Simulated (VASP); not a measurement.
A run of VASP 6.6.1 is set up as follows.

File INCAR:

```
  PREC = Accurate
  ENCUT = 520
  EDIFF = 1E-6
  ISMEAR = -1
  SIGMA = 0.1
  LREAL = F
  LASPH = T
  NELM = 60
  ALGO = Normal
  ISIF = 2
  LWAVE = F
  LCHARG = F
  NBANDS = 19
```

The input KPOINTS:

```
regular mesh
0
Gamma
  15 15 8
```

File POSCAR:

```
Zr
1.0
    2.9876615009      0.0000000000      0.0000000000
   -1.4938307504      2.5873907577      0.0000000000
    0.0000000000      0.0000000000      4.9863227348
Zr
2
Direct
    0.3333333333      0.6666666667      0.2500000000
    0.6666666667      0.3333333333      0.7500000000
```

Potentials or basis: VASP PAW LDA potentials, release 64 (Zr_sv).

Run with:

```console
$ cat potpaw_LDA.64/Zr_sv/POTCAR > POTCAR
$ mpirun -np 1 vasp_std > vasp.out
```

**Question.** Estimate the band gap on the k mesh.

**Answer.** Zero (band 12 reaches 12.11 eV, above the bottom of band 13 at 10.69 eV).

**Question.** What does it give for the pressure?

**Answer.** 15.1 GPa.
